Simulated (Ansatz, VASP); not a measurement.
Ta: VASP beside Ansatz

```
Ta
1.0
    -1.58105    1.58105    1.83591
     1.58105   -1.58105    1.83591
     1.58105    1.58105   -1.83591
Ta
1
Direct
  0.00000 0.00000 0.00000
```

Alike in both runs: task single point; functional PBEsol; k mesh 22 × 22 × 22; occupations gaussian, width 0.15 eV; no spin polarisation.

|  | VASP | Ansatz |
| --- | --- | --- |
| version | VASP 6.6.1 | Ansatz 0.2.0 |
| potentials or method | VASP PAW PBE potentials, release 64 (Ta_pv), cutoff 520 eV | scalar-relativistic, plane waves, PAW |
| valence electrons in the cell | 11 | 13 |

```tsv
	VASP	Ansatz	Ansatz less VASP
gap on the k mesh at the Fermi level (eV)	none	none	-
pressure (GPa)	-5.5	-5.6	-0.13
traceless stress, the component that is largest in VASP (GPa)	-8.77	-8.76	+0.014
```

VASP's potentials were made for PBE, not for PBEsol, and Ansatz warns of the same on its side. A gap of «none» marks a metal or a gap that the smearing closes. VASP's potentials hold 11 valence electrons a cell and Ansatz's 13, so a difference there can come from the potentials and not from the codes.

Neither program's run includes spin-orbit coupling.
